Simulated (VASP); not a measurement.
A run of VASP 6.6.1:

File INCAR:

```
  PREC = Accurate
  ENCUT = 520
  EDIFF = 1E-6
  ISMEAR = -1
  SIGMA = 0.01
  LREAL = Auto
  LASPH = True
  NELM = 120
  ALGO = Normal
  ISIF = 2
  LWAVE = False
  LCHARG = False
  GGA = PE
  NBANDS = 89
  NELECT = 136.0
  GGA_COMPAT = False
```

KPOINTS

```
regular mesh
0
Gamma
  1 1 1
```

POSCAR

```
Si16C16O
1.0
    6.1879230300      0.0000000600      0.0000000000
   -3.0939615600      5.3588985100      0.0000000000
    0.0000000000      0.0000000000     10.1287833600
Si C O
16 16 1
Direct
    0.3380155378      0.1695936167      0.9460164819
    0.1674073859      0.3328405990      0.4390675407
   -0.0268412096     -0.0077086734      0.6956411989
    0.0097649075      0.0022665104      0.1991319123
    0.3346292734      0.6685355159      0.9359441962
    0.1635318683      0.8319840321      0.4332960677
    0.0032049586      0.5042758311      0.6761025245
   -0.0002010199      0.4978539890      0.1873995062
    0.8344094856      0.1538101437      0.9617086923
    0.6678514844      0.3311617036      0.4407522445
    0.4855283922      0.0029862426      0.6846748275
    0.4967768872     -0.0020478145      0.1914690966
    0.8419984124      0.6881602521      0.9315040775
    0.6631431721      0.8313635632      0.4415584618
    0.4985243665      0.4946678809      0.6927798483
    0.5027519875      0.5037404543      0.1876871024
    0.3120587462      0.1628842158      0.7586818403
    0.1716511517      0.3376874905      0.2517973689
   -0.0018168546     -0.0033848374      0.4971699780
    0.0307808873      0.0107156346      0.0243883190
    0.3326531758      0.6684608737      0.7471359324
    0.1665117701      0.8284808868      0.2498959559
    0.0082893839      0.5070454300      0.4891091875
   -0.0028600465      0.4944913577     -0.0022045096
    0.8159267324      0.1835261387      0.6927555611
    0.6652048064      0.3334392239      0.2492357582
    0.4869425559     -0.0059489892      0.4945723313
    0.4956829996     -0.0027061587      0.0066552909
    0.8362800237      0.6502978072      0.7401328208
    0.6693173767      0.8358001092      0.2528995743
    0.4992480679      0.4952461714      0.5031886673
    0.5068474514      0.5085253928     -0.0013657119
   -0.2194604640     -0.0707818941      0.8514102527
```

Potentials or basis: VASP PAW PBE potentials, release 64 (Si, C, O).

The run is started by

```bash
$ cat potpaw_PBE.64/Si/POTCAR potpaw_PBE.64/C/POTCAR potpaw_PBE.64/O/POTCAR > POTCAR
$ mpirun -np 1 vasp_gam > vasp.out
```

Hardware: 1 thread of Intel(R) Xeon(R) 6975P-C (Granite Rapids), on a shared host.

Task: How long does it take, and how much memory?

Result: It took 41 s on 1 thread of Intel(R) Xeon(R) 6975P-C (Granite Rapids) (shared host), peak memory 0.4 GiB. Counts: scf iterations 17, k points 1.
